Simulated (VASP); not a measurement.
## Ge: single point with PBE

Ge:

```
Ge
1.0
     5.99859    0.00000    0.00000
    -2.99929    5.19493    0.00000
     0.00000    0.00000    5.94035
Ge
9
Direct
  0.53168 0.14424 0.43098
  0.85576 0.38744 0.09765
  0.61256 0.46832 0.76431
  0.14424 0.53168 0.56902
  0.38744 0.85576 0.90235
  0.46832 0.61256 0.23569
  0.83396 0.00000 0.66667
  0.00000 0.83396 0.33333
  0.16604 0.16604 0.00000
```

The cell was generated, and may not be a known phase.

```yaml
Program: VASP 6.6.1
Task: single point
Functional: PBE
Potentials_or_basis: VASP PAW PBE potentials, release 64 (Ge_d)
Cutoff: 520 eV
k_mesh: 3 × 3 × 4
Occupations: gaussian, width 0.1 eV
Spin: no spin polarisation
```

- Pressure: -0.1 GPa
- Largest force: 0.030 eV/Å
- Band gap on the k mesh: zero (bands 63 and 64 overlap by 3.61 eV)

Forces on the atoms (eV/Å):
```
Ge  -0.004  0.030 -0.001
Ge  -0.024 -0.018 -0.001
Ge   0.028 -0.012 -0.001
Ge   0.028  0.012  0.001
Ge  -0.004 -0.030  0.001
Ge  -0.024  0.018  0.001
Ge   0.001  0.000  0.000
Ge   0.000  0.001  0.000
Ge   0.000 -0.001  0.000
```

Stress tensor (GPa, compression positive):
```
-0.10  0.00  0.00
 0.00 -0.10  0.00
 0.00  0.00  0.02
```

Levels at points of the mesh, in eV from the Fermi level:
```csv
k point,band 61,band 62,band 63,band 64,band 65,band 66
"(0.00, 0.00, 0.00)",-2.08,-1.99,-1.65,-1.53,-1.53,0.55
"(0.00, 0.00, 0.50)",-2.29,1.75,2.08,2.18,2.18,2.27
```

Wall time 110 s on 1 thread of Intel(R) Xeon(R) Platinum 8488C (Sapphire Rapids), with other jobs on the host, peak memory 0.34 GiB.

Caveat: the k points lie up to 0.40 Å⁻¹ apart, too coarse for converged energies and pressures of a metal.
